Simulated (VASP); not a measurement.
**AlN: single point with r2SCAN**

The system is AlN.

```
Al N
1.0
     2.98240    0.00000    0.00000
    -1.49120    2.58283    0.00000
     0.00000    0.00000    4.97840
Al N
2 2
Direct
  0.33333 0.66667 0.00169
  0.66667 0.33333 0.50169
  0.33333 0.66667 0.38331
  0.66667 0.33333 0.88331
```

This cell differs from its parent crystal: strain -0.040 along x and y, +0.000 along z.

```yaml
Program: VASP 6.6.1
Task: single point
Functional: r2SCAN
Potentials_or_basis: VASP PAW PBE potentials, release 64 (Al, N)
Cutoff: 520 eV
k_mesh: 12 × 12 × 6
Occupations: gaussian, width 0.05 eV
Spin: no spin polarisation
```

```yaml
Pressure: 20.9 GPa
Largest_force: 0.591 eV/Å
Band_gap_on_the_k_mesh: 5.74 eV, indirect (least direct gap 5.79 eV)
```

Forces in eV/Å, atoms in the order of the input:
```
Al   0.000  0.000  0.591
Al   0.000  0.000  0.591
N    0.000  0.000 -0.591
N    0.000  0.000 -0.591
```

Stress tensor (GPa, compression positive):
```
28.52  0.00  0.00
 0.00 28.52  0.00
 0.00  0.00  5.69
```

Levels at points of the mesh, in eV from the valence-band top:
| k point | band 5 | band 6 | band 7 | band 8 | band 9 | band 10 | band 11 | band 12 |
| --- | --- | --- | --- | --- | --- | --- | --- | --- |
| (0.00, 0.00, 0.00) | -0.57 | -0.01 | -0.01 | 0.00 | 5.79 | 8.93 | 12.31 | 13.27 |
| (0.50, 0.00, 0.00) | -3.39 | -1.89 | -1.72 | -0.57 | 6.53 | 7.28 | 9.99 | 11.89 |
| (0.00, 0.00, 0.50) | -0.29 | -0.29 | -0.29 | -0.29 | 8.38 | 8.38 | 12.03 | 12.03 |
| (0.50, 0.00, 0.50) | -1.41 | -1.41 | -1.30 | -1.30 | 6.32 | 6.32 | 10.80 | 10.80 |

It took 51 s on 1 thread of Intel(R) Xeon(R) 6975P-C (Granite Rapids), on a shared host, peak memory 0.18 GiB.

Caveat: the cell differs from its parent crystal (strain -0.040 along x and y, +0.000 along z); the PAW data sets were made with another functional, which shifts forces and pressure a little. A k mesh can miss the band edges.
